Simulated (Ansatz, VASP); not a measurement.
TiC in VASP and in Ansatz

```
Ti C
1.0
     3.13275    0.00000    0.00000
    -1.56637    2.71304    0.00000
     0.00000    0.00000   19.16076
Ti C
8 8
Direct
  0.00000 0.00000 0.00000
  0.33333 0.66667 0.12612
  0.66667 0.33333 0.25202
  0.33333 0.66667 0.37647
  0.66667 0.33333 0.50000
  0.33333 0.66667 0.62353
  0.66667 0.33333 0.74798
  0.33333 0.66667 0.87388
  0.66667 0.33333 0.06331
  0.00000 0.00000 0.19022
  0.00000 0.00000 0.31575
  0.00000 0.00000 0.43902
  0.00000 0.00000 0.56098
  0.00000 0.00000 0.68425
  0.00000 0.00000 0.80978
  0.66667 0.33333 0.93669
```

Alike in both runs: functional PBE; k mesh 12 × 12 × 3; occupations gaussian, width 0.1 eV; no spin polarisation.

Ansatz relaxed the structure, and its values are those at the end. VASP's run is a single point on that final structure, the one shown.

```csv
,VASP,Ansatz
version,VASP 6.6.1,Ansatz 0.2.0
potentials or method,"VASP PAW PBE potentials, release 64 (Ti_sv, C), cutoff 520 eV","scalar-relativistic, plane waves, PAW"
valence electrons in the cell,128,128
```

|  | VASP | Ansatz | Ansatz less VASP |
| --- | --- | --- | --- |
| gap on the k mesh at the Fermi level (eV) | none | none | - |
| pressure (GPa) | 0.1 | 0.0 | -0.10 |
| rms of the force components (eV/Å) | 0.003 | 0.001 | -0.0027 |

A gap of «none» marks a metal or a gap that the smearing closes.
